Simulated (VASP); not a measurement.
# NaSnCl3 in VASP: notebook, part 2 of 2

VASP 6.6.1. Earlier steps stand in the parts before.

## 4. Single point, PBE (shear xy strain +2.0%)

The input, INCAR:

```
SYSTEM = NaSnCl3
PREC     = Accurate       ! precision mode
ENCUT    = 520            ! plane-wave cutoff, eV
EDIFF    = 1E-6           ! SCF threshold, eV
ISMEAR   = -1             ! smearing method
SIGMA    = 0.02           ! smearing width, eV
LREAL    = .FALSE.        ! projectors in reciprocal space
LASPH    = .TRUE.         ! aspherical terms in the spheres
NELM     = 100            ! most SCF steps
ALGO     = Normal         ! electronic algorithm
ISIF     = 2              ! what is computed and relaxed
LWAVE    = .FALSE.        ! write WAVECAR
LCHARG   = .FALSE.        ! write CHGCAR
GGA      = PE             ! functional
NBANDS   = 29             ! bands
```

The input, KPOINTS:

```
Automatic mesh
0
G
  6 6 6
  0 0 0
```

The input, POSCAR:

```
NaSnCl3
1.0
    5.5280093351      0.0552800934      0.0000000000
    0.0552800934      5.5280093351      0.0000000000
    0.0000000000      0.0000000000      5.5280093351
Na Sn Cl
1 1 3
Direct
    0.0000000000      0.0000000000      0.0000000000
    0.5000000000      0.5000000000      0.5000000000
    0.5000000000      0.5000000000      0.0000000000
    0.5000000000      0.0000000000      0.5000000000
    0.0000000000      0.5000000000      0.5000000000
```

Potentials or basis: VASP PAW PBE potentials, release 64 (Na_pv, Sn_d, Cl).

On the command line:

```console
> cat potpaw_PBE.64/Na_pv/POTCAR potpaw_PBE.64/Sn_d/POTCAR potpaw_PBE.64/Cl/POTCAR > POTCAR
> mpirun -np 1 vasp_std > vasp.out
```

OUTCAR:

```text
SYSTEM = NaSnCl3
   PREC = Accurate
   ENCUT = 520
   EDIFF = 1E-6
   ISMEAR = -1
   LREAL = .FALSE.
   LASPH = .TRUE.
   NELM = 100
   ISIF = 2
   GGA = PE

 ion  position               nearest neighbor table
   1  0.000  0.000  0.000-
   2  0.500  0.500  0.500-   3 2.76   3 2.76   5 2.76   4 2.76   4 2.76   5 2.76
   3  0.500  0.500  0.000-   2 2.76   2 2.76
   4  0.500  0.000  0.500-   2 2.76   2 2.76
   5  0.000  0.500  0.500-   2 2.76   2 2.76

  LATTYP: Found a base centered orthorhombic cell.
 ALAT       =     7.7396079168
 B/A-ratio  =     1.0202020202
 C/A-ratio  =     0.7142492739

  Lattice vectors:

 A1 = (  -0.0552800934,  -5.5280093351,   0.0000000000)
 A2 = (   5.5280093351,   0.0552800934,   0.0000000000)
 A3 = (   0.0000000000,   0.0000000000,   5.5280093351)

Analysis of symmetry for initial positions (statically):
=====================================================================
 Subroutine PRICEL returns:
 Original cell was already a primitive cell.

 Routine SETGRP: Setting up the symmetry group for a
 base centered orthorhombic supercell.

 Subroutine GETGRP returns: Found  8 space group operations
 (whereof  8 operations were pure point group operations)
 out of a pool of  8 trial point group operations.

The static configuration has the point symmetry D_2h.

Analysis of symmetry for dynamics (positions and initial velocities):
=====================================================================
 Subroutine PRICEL returns:
 Original cell was already a primitive cell.

 Routine SETGRP: Setting up the symmetry group for a
 base centered orthorhombic supercell.

 Subroutine GETGRP returns: Found  8 space group operations
 (whereof  8 operations were pure point group operations)
 out of a pool of  8 trial point group operations.

[... 123 lines left out ...]
   IALGO  =     38    algorithm
   IMIX   =      4    mixing-type and parameters
     AMIX     =   0.40;   BMIX     =  1.00
     AMIX_MAG =   1.60;   BMIX_MAG =  1.00
  volume/ion in A,a.u.               =      33.78       227.98
  Fermi-wavevector in a.u.,A,eV,Ry     =   1.029446  1.945371 14.418902  1.059759
  Thomas-Fermi vector in A             =   2.163494
   LORBIT       =      0    0 simple, 1 ext, 2 COOP (PROOUT), +10 PAW based schemes
   GGA     = PE    functional components
   LHFCALC =     F    Hartree Fock is set to
   AEXX    =    0.0000 exact exchange contribution
   IVDW    =     0    specifies the selected vdW correction
   LEPSILON=     F    determine dielectric tensor
   LRPA    =     F    only Hartree local field effects (RPA)
 non-spin polarized calculation
  energy-cutoff  :      520.00
  volume of cell :      168.91
 maximum number of plane-waves:      4596
 NGX is ok and might be reduce to    42
   NGX = 21   NGY = 21   NGZ = 21

 number of electron      41.9999990 magnetization

 Free energy of the ion-electron system (eV)
  ---------------------------------------------------
  ext. energy  EPLUGINS =         0.00000000
  ---------------------------------------------------
  free energy    TOTEN  =       -16.39912655 eV

  energy without entropy =      -16.39912654  energy(sigma->0) =      -16.39912655

 E-fermi :   2.7485     XC(G=0):  -7.1468

 val. band max:        2.4406584137   @ k =   0.5000   0.5000   0.5000
 cond. band min:       3.0570735195   @ k =   0.0000   0.0000   0.0000
 fundamental gap:      0.6164151058
 Fermi energy:         2.7484859993

 k-point     1 :       0.0000    0.0000    0.0000
  band No.  band energies     occupation
      1     -24.1093      2.00000
      2     -24.1089      2.00000
      3     -24.1083      2.00000
      4     -19.8057      2.00000
      5     -19.8055      2.00000
      6     -19.7666      2.00000
[... 757 lines left out ...]
     28       7.3717      0.00000
     29       9.2269      0.00000

 [... further k-points ...]

------------------------ aborting loop because EDIFF is reached ----------------------------------------

  FORCE on cell =-STRESS in cart. coord.  units (eV):
  Direction    XX          YY          ZZ          XY          YZ          ZX
  --------------------------------------------------------------------------------------
  -------------------------------------------------------------------------------------
  Total        0.4151817      0.4151817      0.4195446     -0.0517899      0.0000000      0.0000000
  in kB        3.9380928      3.9380928      3.9794755     -0.4912392      0.0000000      0.0000000
  external PRESSURE =       3.9518871 kB  Pullay stress =       0.0000000 kB

 VOLUME and BASIS-vectors are now :
 -----------------------------------------------------------------------------
  energy-cutoff  :      520.00
  volume of cell :      168.91
      direct lattice vectors                 reciprocal lattice vectors
     5.528009335  0.055280093  0.000000000     0.180915036 -0.001809150  0.000000000
     0.055280093  5.528009335  0.000000000    -0.001809150  0.180915036  0.000000000
     0.000000000  0.000000000  5.528009335     0.000000000  0.000000000  0.180896945

 POSITION                                       TOTAL-FORCE (eV/Angst)
 -----------------------------------------------------------------------------------
      0.00000      0.00000      0.00000        -0.000000      0.000000      0.000000
      2.79164      2.79164      2.76400         0.000000      0.000000      0.000000
      2.79164      2.79164      0.00000        -0.000000     -0.000000      0.000000
      2.76400      0.02764      2.76400        -0.000000      0.000000      0.000000
      0.02764      2.76400      2.76400        -0.000000      0.000000      0.000000
 -----------------------------------------------------------------------------------
    total drift:                                0.000000     -0.000000     -0.000000

  FREE ENERGIE OF THE ION-ELECTRON SYSTEM (eV)
  ---------------------------------------------------
  free  energy   TOTEN  =       -16.3991265459 eV

  energy  without entropy=      -16.3991265447  energy(sigma->0) =      -16.39912655
```

stdout:

```text
POSCAR found type information on POSCAR NaSnCl
 POSCAR found :  3 types and       5 ions
 scaLAPACK will be used
 LDA part: xc-table for (Slater+PW92), standard interpolation
 POSCAR, INCAR and KPOINTS ok, starting setup
 FFT: planning ... GRIDC
 FFT: planning ... GRID_SOFT
 FFT: planning ... GRID
 WAVECAR not read
 entering main loop
```

Run time: 4.5 min. Hardware: 1 thread of Intel Xeon 8259CL, shared host; peak memory 0.39 GiB.

Results:

- Free energy: -16.3991 eV
- Pressure: 0.4 GPa
- Band gap on the k mesh: 0.62 eV (least direct gap 0.75 eV)

Caveat: the cell differs from its parent crystal (shear xy strain +2.0%); semilocal functionals underestimate gaps, and a narrow one can read as zero; spin-orbit coupling is left out, which moves the levels of the heavy elements.

## 5. Single point, r2SCAN (uniaxial x strain -2.0%)

POSCAR, as its differences from that of step 4:

```diff
@@ -2,4 +2,4 @@
 1.0
-    5.5280093351      0.0552800934      0.0000000000
-    0.0552800934      5.5280093351      0.0000000000
+    5.4174491484      0.0000000000      0.0000000000
+    0.0000000000      5.5280093351      0.0000000000
     0.0000000000      0.0000000000      5.5280093351
```

The input, INCAR.step1:

```
PREC     = Accurate       # precision mode
ENCUT    = 520            # plane-wave cutoff, eV
ISMEAR   = 0              # smearing method
SIGMA    = 0.01           # smearing width, eV
LREAL    = F              # projectors in reciprocal space
LASPH    = T              # aspherical terms in the spheres
NELM     = 100            # most SCF steps
NBANDS   = 29             # bands
GGA      = PE             # functional
ALGO     = Normal         # electronic algorithm
EDIFF    = 1E-4           # SCF threshold, eV
LWAVE    = T              # write WAVECAR
LCHARG   = F              # write CHGCAR
```

The input, INCAR.step2:

```
PREC     = Accurate       # precision mode
ENCUT    = 520            # plane-wave cutoff, eV
EDIFF    = 1E-6           # SCF threshold, eV
ISMEAR   = 0              # smearing method
SIGMA    = 0.01           # smearing width, eV
LREAL    = F              # projectors in reciprocal space
LASPH    = T              # aspherical terms in the spheres
NELM     = 100            # most SCF steps
ALGO     = Normal         # electronic algorithm
ISIF     = 2              # what is computed and relaxed
LWAVE    = F              # write WAVECAR
LCHARG   = F              # write CHGCAR
METAGGA  = R2SCAN         # meta-GGA
LMIXTAU  = T            
NBANDS   = 29             # bands
ISTART   = 1
```

The input, KPOINTS:

```
regular mesh
0
Gamma
  6 6 6
```

On the command line:

```console
> cat potpaw_PBE.64/Na_pv/POTCAR potpaw_PBE.64/Sn_d/POTCAR potpaw_PBE.64/Cl/POTCAR > POTCAR
> cp INCAR.step1 INCAR
> mpirun -np 1 vasp_std > vasp.out
> cp INCAR.step2 INCAR
> mpirun -np 1 vasp_std > vasp.out
```

Run time: 10 min. Hardware: 1 thread of Intel Xeon 8259CL, shared host; peak memory 0.4 GiB.

The run converged. Its results:

```yaml
Free_energy: -52.8183 eV
Pressure: 0.3 GPa
Band_gap_on_the_k_mesh: 0.77 eV
```

Stress tensor (GPa, compression positive):
```
 1.06  0.00  0.00
 0.00 -0.02  0.00
 0.00  0.00 -0.02
```

Levels at points of the mesh, in eV from the valence-band top:
```tsv
k point	band 18	band 19	band 20	band 21	band 22	band 23	band 24	band 25
(0.00, 0.00, 0.00)	-4.30	-4.30	-4.29	-4.29	0.82	4.86	4.87	5.22
(0.50, 0.00, 0.00)	-4.41	-4.29	-4.29	-2.46	1.98	2.27	3.09	4.50
(0.00, 0.50, 0.00)	-4.43	-4.32	-4.29	-2.64	1.88	2.19	3.11	4.56
(0.50, 0.50, 0.00)	-4.58	-4.51	-3.85	-1.19	1.29	1.46	2.62	3.95
(0.00, 0.50, 0.50)	-4.50	-4.50	-3.86	-1.34	1.36	1.36	2.62	4.25
(0.50, 0.50, 0.50)	-3.85	-3.85	-3.85	0.00	0.77	0.77	0.95	1.85
```

Caveat: the cell differs from its parent crystal (uniaxial x strain -2.0%); semilocal functionals underestimate gaps, and a narrow one can read as zero; the PAW data sets were made with another functional, which shifts forces and pressure a little; spin-orbit coupling is left out, which moves the levels of the heavy elements.

## 6. Overview

```tsv
level	cell	smearing	gap on the mesh (eV)	pressure (GPa)
PBE	a = 5.417, b = 5.528, c = 5.528 Å, 5 atoms	fermi-dirac 0.02 eV	0.44	0.9
PBE	a = 5.611, b = 5.611, c = 5.504 Å, 5 atoms	fermi-dirac 0.02 eV	0.81	-0.2
PBE	a = 5.528 Å, angles 90.0, 90.0, 88.9°, 5 atoms	fermi-dirac 0.02 eV	0.62	0.4
r2SCAN	a = 5.417, b = 5.528, c = 5.528 Å, 5 atoms	gaussian 0.01 eV	0.77	0.3
```

Alike in all rows: task single point; potentials or basis VASP PAW PBE potentials, release 64 (Na_pv, Sn_d, Cl); no spin polarisation; k mesh 6 × 6 × 6; cutoff (eV) 520.

Caveats: spin-orbit coupling is left out, which moves the levels of the heavy elements; semilocal functionals underestimate gaps, and a narrow one can read as zero (at least some runs); the PAW data sets were made with another functional, which shifts forces and pressure a little (at least some runs).

Total energies depend on the potentials used, so only differences within one code and one set of settings carry meaning.
